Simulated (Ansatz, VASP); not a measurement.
BN in VASP and in Ansatz

File INCAR:

```
ALGO = Normal
EDIFF = 1E-6
ENCUT = 520
GGA = PE
ISIF = 2
ISMEAR = 0
LASPH = T
LCHARG = F
LREAL = F
LWAVE = F
NBANDS = 11
NELM = 100
PREC = Accurate
SIGMA = 0.02
```

The input KPOINTS:

```
k-points
0
Gamma
  10 10 10
```

The input POSCAR:

```
BN
1.0
    0.0073251431      3.4541645643      2.1020294116
    1.2467226660     -0.0410427613      2.1724908007
    1.2440463538      3.4968720181     -0.0646822500
B N
1 1
Direct
    0.0062647093     -0.0078147471      0.9996584586
    0.6823088083      0.6481888848      0.3349314075
```

Input for Ansatz:

```yaml
crystal:
  lattice:
    - [0.0073251431, 3.4541645643, 2.1020294116]
    - [1.246722666, -0.0410427613, 2.1724908007]
    - [1.2440463538, 3.4968720181, -0.06468225]
  atoms:
    - { symbol: B, position: [0.0062647093, -0.0078147471, 0.9996584586] }
    - { symbol: "N", position: [0.6823088083, 0.6481888848, 0.3349314075] }
basis:
  ecutwfc: 420
kpoints:
  mp_grid: { grid: [10, 10, 10] }
hamiltonian:
  xc: pbe
scf:
  occupations: { method: gaussian, width: 0.02 }
output:
  forces: true
  stress: true
  eigenvalues: true
```

Change from the starting cell: kmesh displaced: [10, 10, 10] Gamma-centred.

Alike in both runs: task single point; functional PBE; k mesh 10 × 10 × 10; occupations gaussian, width 0.02 eV; no spin polarisation.

|  | VASP | Ansatz |
| --- | --- | --- |
| version | VASP 6.6.1 | Ansatz 0.2.0 |
| potentials or method | VASP PAW PBE potentials, release 64 (B, N), cutoff 520 eV | scalar-relativistic, plane waves, PAW |
| valence electrons in the cell | 8 | 8 |

Ansatz gave:

- gap on the k mesh at the Fermi level (eV): 3.92
- least direct gap on the mesh (eV): 4.75
- pressure (GPa): 5.4
- traceless stress, the component that is largest in VASP (GPa): 5.83
- rms of the force components (eV/Å): 0.414

Estimate VASP's values.

gap on the k mesh at the Fermi level (eV): 3.91; least direct gap on the mesh (eV): 4.75; pressure (GPa): 5.4; traceless stress, the component that is largest in VASP (GPa): 5.94; rms of the force components (eV/Å): 0.414.

Atom by atom the forces differ by 0.001 eV/Å (rms over components).
